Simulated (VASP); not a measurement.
Set up this calculation in VASP 6.6.1, as the native input.

```yaml
Task: single point
Functional: r2SCAN
Potentials_or_basis: VASP PAW PBE potentials, release 64 (Re)
Cutoff: 520 eV
k_mesh: 20 × 20 × 20
Occupations: gaussian, width 0.15 eV
Spin: no spin polarisation
Dipole_correction: no
Further_INCAR_settings: ALGO = Normal; EDIFF = 1e-07; NBANDS = 10
```

Crystal: Re.

```
Re
1.0
     0.01234    1.97500    1.97500
     1.97500    0.01234    1.97500
     1.98734    1.98734    0.00000
Re
1
Direct
  0.00000 0.00000 0.00000
```

This cell differs from its parent crystal: strain +0.0125 x Voigt [0, 0, 0, 0, 0, 1].

The input as run:

POSCAR

```
Re
1.0
    0.0123437500      1.9750000000      1.9750000000
    1.9750000000      0.0123437500      1.9750000000
    1.9873437500      1.9873437500      0.0000000000
Re
1
Direct
    0.0000000000      0.0000000000      0.0000000000
```

INCAR.step1

```
PREC = Accurate
ENCUT = 520
ISMEAR = 0
SIGMA = 0.15
LREAL = False
LASPH = True
NELM = 100
NBANDS = 10
GGA = PE
ALGO = Normal
EDIFF = 1E-4
LWAVE = True
LCHARG = False
```

INCAR.step2

```
PREC = Accurate
ENCUT = 520
EDIFF = 1E-7
ISMEAR = 0
SIGMA = 0.15
LREAL = False
LASPH = True
NELM = 100
ALGO = Normal
ISIF = 2
LWAVE = False
LCHARG = False
METAGGA = R2SCAN
LMIXTAU = True
NBANDS = 10
ISTART = 1
```

KPOINTS

```
Automatic mesh
0
Gamma
  20 20 20
```

Potentials or basis: VASP PAW PBE potentials, release 64 (Re).

Launch:

```bash
$ cat potpaw_PBE.64/Re/POTCAR > POTCAR
$ cp INCAR.step1 INCAR
$ mpirun -np 1 vasp_std > vasp.out
$ cp INCAR.step2 INCAR
$ mpirun -np 1 vasp_std > vasp.out
```

Results of the run:

```json
{"Pressure": "-15.6 GPa", "Band gap on the k mesh": "zero (an odd number of electrons rules out a gap without spin polarisation)"}
```

Caveat: the cell differs from its parent crystal (strain +0.0125 x Voigt [0, 0, 0, 0, 0, 1]); the cell stands under tension; the PAW data sets were made with another functional, which shifts forces and pressure a little; spin-orbit coupling is left out, which moves the levels of the heavy elements.

It took 13 min on 1 thread of Intel Xeon 8259CL, on a shared host, peak memory 0.31 GiB.
